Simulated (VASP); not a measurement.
Set up this calculation in VASP 6.6.1, as the native input.

| Quantity | Value |
| --- | --- |
| Task | single point |
| Functional | PBE |
| Potentials or basis | VASP PAW PBE potentials, release 64 (In_d, Sb) |
| Cutoff | 520 eV |
| k mesh | 12 × 12 × 12 |
| Occupations | gaussian, width 0.15 eV |
| Spin | no spin polarisation |
| Dipole correction | no |
| Further INCAR settings | ALGO = Normal; EDIFF = 1e-06; NBANDS = 16 |

The structure of InSb lies in POSCAR:

```
InSb
1.0
    0.0000000000      3.2596948258      3.3827021777
    2.5831543902      0.0000000000      3.3827021777
    2.5831543902      3.2596948258      0.0000000000
In Sb
1 1
Direct
    0.0000000000      0.0000000000      0.0000000000
    0.5000000000      0.5000000000      0.5000000000
```

This cell differs from its parent crystal: strain +e along x and -e along y -0.1100, strain +e along z and -e/2 along x and y +0.1000.

The input as run:

INCAR

```
SYSTEM = InSb
ALGO = Normal
EDIFF = 1E-6
ENCUT = 520
GGA = PE
ISIF = 2
ISMEAR = 0
LASPH = .True.
LCHARG = .False.
LREAL = .False.
LWAVE = .False.
NBANDS = 16
NELM = 100
PREC = Accurate
SIGMA = 0.15
```

KPOINTS

```
k-points
0
Gamma
  12 12 12
  0 0 0
```

Potentials or basis: VASP PAW PBE potentials, release 64 (In_d, Sb).

Run with:

```bash
$ cat potpaw_PBE.64/In_d/POTCAR potpaw_PBE.64/Sb/POTCAR > POTCAR
$ mpirun -np 1 vasp_std > vasp.out
```

It gave:

```
Pressure               : 9.6 GPa
Band gap on the k mesh : zero (band 9 reaches 7.53 eV, above the bottom of band 10 at 4.09 eV)
```

Caveat: the cell differs from its parent crystal (strain +e along x and -e along y -0.1100, strain +e along z and -e/2 along x and y +0.1000); spin-orbit coupling is left out, which moves the levels of the heavy elements.

It used 520 s of CPU time on 1 thread of AMD EPYC 7R13 Processor (Zen 3), on a shared host.
